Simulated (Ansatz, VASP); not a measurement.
# One calculation of Al2O3, two programs

```xyz
5
Lattice="2.8843 0.0000 0.0000 -1.4422 2.4979 0.0000 0.0000 0.0000 9.3368" Properties=species:S:1:pos:R:3 pbc="T T T"
Al    0.0000    0.0000    7.9363
Al    0.0000    0.0000    1.4004
O     0.0000    1.6653    7.2610
O     1.4422    0.8326    0.0000
O     0.0000    1.6653    2.0757
```

Alike in both runs: functional HSE06; k mesh 8 × 8 × 2; occupations fermi-dirac, width 0.05 eV; no spin polarisation.

```csv
,VASP,Ansatz
version,VASP 6.6.1,Ansatz 0.2.0
potentials or method,"VASP PAW PBE potentials, release 64 (Al, O)",Ansatz PAW
plane-wave cutoff (eV),520,420
valence electrons in the cell,24,24
task,single point,band structure
```

```csv
,VASP,Ansatz,Ansatz less VASP
gap on the k mesh at the Fermi level (eV),6.51,6.54,+0.032
least direct gap on the mesh (eV),6.72,6.75,+0.029
pressure (GPa),-4.9,-5.1,-0.18
"traceless stress, the component that is largest in VASP (GPa)",1.27,1.51,+0.238
rms of the force components (eV/Å),0.174,0.163,-0.0112
```

Atom by atom the forces differ by 0.017 eV/Å (rms over components).
